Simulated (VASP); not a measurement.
Here is a VASP 6.6.1 calculation.

Contents of INCAR:

```
  PREC = Accurate
  ENCUT = 600
  EDIFF = 1E-6
  ISMEAR = 0
  SIGMA = 0.1
  LREAL = False
  LASPH = True
  NELM = 60
  ALGO = Normal
  ISIF = 3
  LWAVE = False
  LCHARG = False
  GGA = PE
  IBRION = 2
  NSW = 90
  EDIFFG = -0.04
```

Contents of KPOINTS:

```
regular mesh
0
Gamma
  4 6 6
```

Contents of POSCAR:

```
MgO
1.0
    7.0226972700      0.0000000000      0.0000000000
    0.0000000000      2.4198532800      2.4481599700
    0.0000000000     -2.4198532800      2.4481599700
Mg O
4 4
Direct
    0.1302330900      0.7547179300      0.3695495400
    0.8697669100      0.3695495400      0.7547179300
    0.6302330900      0.8695495400      0.2547179300
    0.3697669100      0.2547179300      0.8695495400
    0.6302330900      0.1304504600      0.7452820700
    0.3697669100      0.7452820700      0.1304504600
    0.1302330900      0.2452820700      0.6304504600
    0.8697669100      0.6304504600      0.2452820700
```

Potentials or basis: VASP PAW PBE potentials, release 64 (Mg, O).

Command:

```sh
$ cat potpaw_PBE.64/Mg/POTCAR potpaw_PBE.64/O/POTCAR > POTCAR
$ mpirun -np 1 vasp_std > vasp.out
```

Q: Estimate the space group after relaxing (to 0.05 Å).

A: Fm-3m (No. 225).

Q: Estimate the relaxed volume.

A: 9.55 Å³/atom.

Q: What does it give for the relaxed cell?

A: a = 8.470 Å, b = 3.003 Å, c = 3.003 Å, α = 89.96°, β = 90.00°, γ = 90.00°.

Q: Estimate the band gap on the k mesh.

A: 4.52 eV, direct.

Final structure:
```yaml
crystal:
  lattice:
    - [8.46994, 0.00000, 0.00000]
    - [0.00000, 2.12261, 2.12399]
    - [0.00000, -2.12261, 2.12399]
  atoms:
    - { symbol: Mg, position: [0.12485, 0.74832, 0.25171] }
    - { symbol: Mg, position: [0.87515, 0.25171, 0.74832] }
    - { symbol: Mg, position: [0.62485, 0.75171, 0.24832] }
    - { symbol: Mg, position: [0.37515, 0.24832, 0.75171] }
    - { symbol: O, position: [0.62497, 0.25168, 0.74828] }
    - { symbol: O, position: [0.37503, 0.74828, 0.25168] }
    - { symbol: O, position: [0.12497, 0.24828, 0.75168] }
    - { symbol: O, position: [0.87503, 0.75168, 0.24828] }
```

A k mesh can miss the band edges. A hybrid or GW would open this gap; PBE tends to underestimate it.
